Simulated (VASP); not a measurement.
# CdF2 (Fm-3m) in VASP: a series of runs, part 2 of 2

VASP 6.6.1.

## 3. Single point, PBE-based screened hybrid with 40 % exact exchange

POSCAR reads:

```
CdF2
1.0
    0.0000000000      2.6941776810      2.6941776810
    2.6941776810      0.0000000000      2.6941776810
    2.6941776810      2.6941776810      0.0000000000
Cd F
1 2
Direct
    0.0000000000      0.0000000000      0.0000000000
    0.2500000000      0.2500000000      0.2500000000
    0.7500000000      0.7500000000      0.7500000000
```

INCAR.step1 reads:

```
SYSTEM = CdF2
PREC     = Accurate       ! precision mode
ENCUT    = 520            ! plane-wave cutoff, eV
EDIFF    = 1E-5           ! SCF threshold, eV
ISMEAR   = 0              ! smearing method
SIGMA    = 0.01           ! smearing width, eV
LREAL    = .False.        ! projectors in reciprocal space
LASPH    = .True.         ! aspherical terms in the spheres
NELM     = 100            ! most SCF steps
ALGO     = Normal         ! electronic algorithm
ISIF     = 2              ! what is computed and relaxed
LWAVE    = .True.         ! write WAVECAR
LCHARG   = .False.        ! write CHGCAR
GGA      = PE             ! functional
NBANDS   = 20             ! bands
```

INCAR.step2 reads:

```
SYSTEM = CdF2
PREC     = Accurate       ! precision mode
ENCUT    = 520            ! plane-wave cutoff, eV
EDIFF    = 1E-6           ! SCF threshold, eV
ISMEAR   = 0              ! smearing method
SIGMA    = 0.01           ! smearing width, eV
LREAL    = .False.        ! projectors in reciprocal space
LASPH    = .True.         ! aspherical terms in the spheres
NELM     = 100            ! most SCF steps
ALGO     = Normal         ! electronic algorithm
ISIF     = 2              ! what is computed and relaxed
LWAVE    = .False.        ! write WAVECAR
LCHARG   = .False.        ! write CHGCAR
GGA      = PE             ! functional
LHFCALC  = .True.         ! exact exchange
AEXX     = 0.4            ! exact-exchange fraction
HFSCREEN = 0.1            ! screening, 1/A
PRECFOCK = Normal       
ISTART   = 1            
NBANDS   = 20             ! bands
```

KPOINTS reads:

```
regular mesh
0
Gamma
  4 4 4
  0 0 0
```

Potentials or basis: VASP PAW PBE potentials, release 64 (Cd, F).

Started as:

```
$ cat potpaw_PBE.64/Cd/POTCAR potpaw_PBE.64/F/POTCAR > POTCAR
$ cp INCAR.step1 INCAR
$ mpirun -np 1 vasp_std > vasp.out
$ cp INCAR.step2 INCAR
$ mpirun -np 1 vasp_std > vasp.out
```

OUTCAR:

```text
SYSTEM = CdF2
   PREC = Accurate
   ENCUT = 520
   EDIFF = 1E-6
   ISMEAR = 0
   LREAL = .False.
   LASPH = .True.
   NELM = 100
   ISIF = 2
   GGA = PE
   LHFCALC = .True.
   AEXX = 0.4
   HFSCREEN = 0.1
   PRECFOCK = Normal
   ISTART = 1

 ion  position               nearest neighbor table
   1  0.000  0.000  0.000-   2 2.33   3 2.33   3 2.33   3 2.33   3 2.33   2 2.33   2 2.33   2 2.33

   2  0.250  0.250  0.250-   1 2.33   1 2.33   1 2.33   1 2.33
   3  0.750  0.750  0.750-   1 2.33   1 2.33   1 2.33   1 2.33

  LATTYP: Found a face centered cubic cell.
 ALAT       =     5.3883553620

  Lattice vectors:

 A1 = (   0.0000000000,   2.6941776810,   2.6941776810)
 A2 = (   2.6941776810,   0.0000000000,   2.6941776810)
 A3 = (   2.6941776810,   2.6941776810,   0.0000000000)

Analysis of symmetry for initial positions (statically):
=====================================================================
 Subroutine PRICEL returns:
 Original cell was already a primitive cell.

 Routine SETGRP: Setting up the symmetry group for a
 face centered cubic supercell.

 Subroutine GETGRP returns: Found 48 space group operations
 (whereof 48 operations were pure point group operations)
 out of a pool of 48 trial point group operations.

The static configuration has the point symmetry O_h .

Analysis of symmetry for dynamics (positions and initial velocities):
=====================================================================
 Subroutine PRICEL returns:
 Original cell was already a primitive cell.

 Routine SETGRP: Setting up the symmetry group for a
 face centered cubic supercell.

 Subroutine GETGRP returns: Found 48 space group operations
 (whereof 48 operations were pure point group operations)
 out of a pool of 48 trial point group operations.

The dynamic configuration has the point symmetry O_h .

 Subroutine INISYM returns: Found 48 space group operations
 (whereof 48 operations are pure point group operations),
 and found     1 'primitive' translations

----------------------------------------------------------------------------------------

                                     Primitive cell

  volume of cell :      39.1119

  direct lattice vectors                    reciprocal lattice vectors
     0.000000000  2.694177681  2.694177681    -0.185585384  0.185585384  0.185585384
     2.694177681  0.000000000  2.694177681     0.185585384 -0.185585384  0.185585384
     2.694177681  2.694177681  0.000000000     0.185585384  0.185585384 -0.185585384

  length of vectors
     3.810142616  3.810142616  3.810142616     0.321443315  0.321443315  0.321443315

  position of ions in fractional coordinates (direct lattice)
     0.000000000  0.000000000  0.000000000
     0.250000000  0.250000000  0.250000000
     0.750000000  0.750000000  0.750000000

  ion indices of the primitive-cell ions
   primitive index   ion index
                 1           1
                 2           2
                 3           3

[... 24 lines left out ...]
 Found      8 irreducible k-points:

 Following reciprocal coordinates:
            Coordinates               Weight
  0.000000  0.000000  0.000000      1.000000
  0.250000  0.000000  0.000000      8.000000
  0.500000  0.000000  0.000000      4.000000
  0.250000  0.250000  0.000000      6.000000
  0.500000  0.250000  0.000000     24.000000
 -0.250000  0.250000  0.000000     12.000000
  0.500000  0.500000  0.000000      3.000000
 -0.250000  0.500000  0.250000      6.000000
   k-points           NKPTS =      8   k-points in BZ     NKDIM =     64   number of bands    NBANDS=     20
   number of dos      NEDOS =    301   number of ions     NIONS =      3
   total plane-waves  NPLWV =  21952
   dimension x,y,z NGX =    28 NGY =   28 NGZ =   28
   dimension x,y,z NGXF=    56 NGYF=   56 NGZF=   56
   ions per type =               1   2
   NGX,Y,Z   is equivalent  to a cutoff of  12.22, 12.22, 12.22 a.u.
   NGXF,Y,Z  is equivalent  to a cutoff of  24.43, 24.43, 24.43 a.u.
 SYSTEM =  CdF2
   PREC   = accura    normal or accurate (medium, high low for compatibility)
   ISTART =      1    job   : 0-new  1-cont  2-samecut
   ICHARG =      0    charge: 1-file 2-atom 10-const
   ISPIN  =      1    spin polarized calculation?
   LNONCOLLINEAR =      F non collinear calculations
   LSORBIT =      F    spin-orbit coupling
   LASPH  =      T    aspherical Exc in radial PAW
   ENCUT  =  520.0 eV  38.22 Ry    6.18 a.u.   7.08  7.08  7.08*2*pi/ulx,y,z
   NELM   =    100;   NELMIN=  2; NELMDL=  0     # of ELM steps
   EDIFF  = 0.1E-05   stopping-criterion for ELM
   LREAL  =      F    real-space projection
   EDIFFG = 0.1E-04   stopping-criterion for IOM
   NSW    =      0    number of steps for IOM
   IBRION =     -1    ionic relax: 0-MD 1-quasi-New 2-CG
   NFREE  =      0    steps in history (QN), initial steepest desc. (CG)
   ISIF   =      2    stress and relaxation
   ISYM   =      3    0-nonsym 1-usesym 2-fastsym
   POTIM  = 0.5000    time-step for ionic-motion
   TEBEG  =    0.0;   TEEND  =   0.0 temperature during run
   PSTRESS=    0.0 pullay stress
   NELECT =      26.0000    total number of electrons
   NUPDOWN=      -1.0000    fix difference up-down
   EMIN   =  10.00;   EMAX   =-10.00  energy-range for DOS
   EFERMI =   0.00;   METHOD = LEGACY
   ISMEAR =     0;   SIGMA  =   0.01  broadening in eV -4-tet -1-fermi 0-gaus
   EFERMI_NEDOS =   21; number of points for ismear=-14 and -15
   IALGO  =     38    algorithm
   IMIX   =      1    mixing-type and parameters
     AMIX     =   0.40;   BMIX     =  1.00
     AMIX_MAG =   1.60;   BMIX_MAG =  1.00
  volume/ion in A,a.u.               =      13.04        87.98
  Fermi-wavevector in a.u.,A,eV,Ry     =   1.428772  2.699988 27.774804  2.041391
  Thomas-Fermi vector in A             =   2.548798
   LORBIT       =      0    0 simple, 1 ext, 2 COOP (PROOUT), +10 PAW based schemes
   GGA     = PE    functional components
   LHFCALC =     T    Hartree Fock is set to
   PRECFOCK=normal    Normal, Fast or Accurate (Low or Medium for compatibility)
   ENCUT4O =  -1.0   cutoff for four orbital integrals eV
   NKREDX  =     1    reduce k-point grid by
   NKREDY  =     1    reduce k-point grid by
   NKREDZ  =     1    reduce k-point grid by
   AEXX    =    0.4000 exact exchange contribution
   HFSCREEN=    0.1000 screening length (either q_TF or 0.3 A-1)
   HFSCREENC=   0.1000 screening length for correlation (either q_TF or 0.3 A-1)
   ENCUTFOCK=  -1.0 apply spherical cutoff to Coloumb kernel
   IVDW    =     0    specifies the selected vdW correction
   LEPSILON=     F    determine dielectric tensor
   LRPA    =     F    only Hartree local field effects (RPA)
 non-spin polarized calculation
 Gauss-broadening in eV      SIGMA  =   0.01
  energy-cutoff  :      520.00
  volume of cell :       39.11
 maximum number of plane-waves:      1067
  NGX = 24; NGY = 24; NGZ = 24

 number of electron      25.9999990 magnetization

 Free energy of the ion-electron system (eV)
  ---------------------------------------------------
  ext. energy  EPLUGINS =         0.00000000
  ---------------------------------------------------
  free energy    TOTEN  =       -17.20564284 eV

  energy without entropy =      -17.20564284  energy(sigma->0) =      -17.20564284

 E-fermi :  -4.0758     XC(G=0):  -7.0478

 val. band max:       -4.1708483042   @ k =  -0.2500   0.5000   0.2500
 cond. band min:       2.9462382263   @ k =   0.0000   0.0000   0.0000
 fundamental gap:      7.1170865306
 Fermi energy:        -4.0757779140

 k-point     1 :       0.0000    0.0000    0.0000
  band No.  band energies     occupation
      1     -27.6324      2.00000
      2     -26.4730      2.00000
      3     -10.4527      2.00000
      4     -10.4527      2.00000
      5     -10.4527      2.00000
      6      -9.0933      2.00000
[... 173 lines left out ...]
     19      19.4431      0.00000
     20      21.7291      0.00000

------------------------ aborting loop because EDIFF is reached ----------------------------------------

  FORCE on cell =-STRESS in cart. coord.  units (eV):
  Direction    XX          YY          ZZ          XY          YZ          ZX
  --------------------------------------------------------------------------------------
  -------------------------------------------------------------------------------------
  Total        0.1337420      0.1337420      0.1337420     -0.0000000     -0.0000000      0.0000000
  in kB        5.4786032      5.4786032      5.4786032     -0.0000000     -0.0000000      0.0000000
  external PRESSURE =       5.4786032 kB  Pullay stress =       0.0000000 kB

 VOLUME and BASIS-vectors are now :
 -----------------------------------------------------------------------------
  energy-cutoff  :      520.00
  volume of cell :       39.11
      direct lattice vectors                 reciprocal lattice vectors
     0.000000000  2.694177681  2.694177681    -0.185585384  0.185585384  0.185585384
     2.694177681  0.000000000  2.694177681     0.185585384 -0.185585384  0.185585384
     2.694177681  2.694177681  0.000000000     0.185585384  0.185585384 -0.185585384

 POSITION                                       TOTAL-FORCE (eV/Angst)
 -----------------------------------------------------------------------------------
      0.00000      0.00000      0.00000         0.000000     -0.000000     -0.000000
      1.34709      1.34709      1.34709         0.000000     -0.000000     -0.000000
      4.04127      4.04127      4.04127        -0.000000      0.000000      0.000000
 -----------------------------------------------------------------------------------
    total drift:                               -0.000000     -0.000000     -0.000000

  FREE ENERGIE OF THE ION-ELECTRON SYSTEM (eV)
  ---------------------------------------------------
  free  energy   TOTEN  =       -17.2056428447 eV

  energy  without entropy=      -17.2056428447  energy(sigma->0) =      -17.20564284
```

Wall time 10 min (1 thread of Intel Xeon Platinum 8375C at 2.90GHz (Ice Lake), shared host); peak memory 0.27 GiB.

What came out:

```yaml
Free_energy: -17.2056 eV
Pressure: 0.5 GPa
Band_gap_on_the_k_mesh: 7.12 eV (least direct gap 7.74 eV)
```

Caveat: the k points lie up to 0.50 Å⁻¹ apart; the PAW data sets were made with another functional, which shifts forces and pressure a little. A k mesh can miss the band edges.

## 4. Single point, PBE-based screened hybrid with 35 % exact exchange

POSCAR is that of step 3.

Changes to INCAR.step1 since step 3:

```diff
@@ -12,3 +12,2 @@
 LWAVE    = .True.         ! write WAVECAR
-LCHARG   = .False.        ! write CHGCAR
 GGA      = PE             ! functional
```

Changes to INCAR.step2 since step 3:

```diff
@@ -12,8 +12,10 @@
 LWAVE    = .False.        ! write WAVECAR
-LCHARG   = .False.        ! write CHGCAR
+LCHARG   = .True.         ! write CHGCAR
 GGA      = PE             ! functional
 LHFCALC  = .True.         ! exact exchange
-AEXX     = 0.4            ! exact-exchange fraction
-HFSCREEN = 0.1            ! screening, 1/A
+AEXX     = 0.35           ! exact-exchange fraction
+HFSCREEN = 0.5            ! screening, 1/A
 PRECFOCK = Normal       
+LELF     = .True.         ! ELF
+LVHAR    = .True.       
 ISTART   = 1
```

KPOINTS reads:

```
Automatic mesh
0
Gamma
  4 4 4
  0 0 0
```

Started as:

```
$ cat potpaw_PBE.64/Cd/POTCAR potpaw_PBE.64/F/POTCAR > POTCAR
$ cp INCAR.step1 INCAR
$ mpirun -np 1 vasp_std > vasp.out
$ cp INCAR.step2 INCAR
$ mpirun -np 1 vasp_std > vasp.out
```

It took 10 min on 1 thread of Intel Xeon Platinum 8375C at 2.90GHz (Ice Lake), shared host; peak memory 0.27 GiB.

Results (log left out):

* Free energy: -14.4490 eV
* Pressure: 2.0 GPa
* Band gap on the k mesh: 4.99 eV (least direct gap 5.59 eV)

Levels at points of the mesh, in eV from the valence-band top:
| k point | band 11 | band 12 | band 13 | band 14 | band 15 | band 16 |
| --- | --- | --- | --- | --- | --- | --- |
| (0.00, 0.00, 0.00) | -0.59 | -0.59 | -0.59 | 4.99 | 14.78 | 14.78 |
| (0.50, 0.00, 0.00) | -1.91 | -0.46 | -0.46 | 9.27 | 11.02 | 16.82 |
| (0.50, 0.50, 0.00) | -0.51 | -0.10 | -0.10 | 10.21 | 11.69 | 13.66 |

Caveat: the k points lie up to 0.50 Å⁻¹ apart; the PAW data sets were made with another functional, which shifts forces and pressure a little. A k mesh can miss the band edges.

## 5. The runs side by side

```tsv
level	share of exact exchange	screening parameter	gap on the mesh (eV)	pressure (GPa)
HSE06	0.25	0.2079 1/Å	5.16	2.7
PBE-based screened hybrid with 40 % exact exchange	0.4	0.1 1/Å	7.12	0.5
PBE-based screened hybrid with 35 % exact exchange	0.35	0.5 1/Å	4.99	2.0
```

Alike in all rows: task single point; potentials or basis VASP PAW PBE potentials, release 64 (Cd, F); no spin polarisation; cell as given; k mesh 4 × 4 × 4; cutoff (eV) 520; smearing gaussian 0.01 eV.

Caveats: all runs use coarse meshes; the PAW data sets were made with another functional, which shifts forces and pressure a little.

Absolute energies hang on the potentials; compare differences alone.
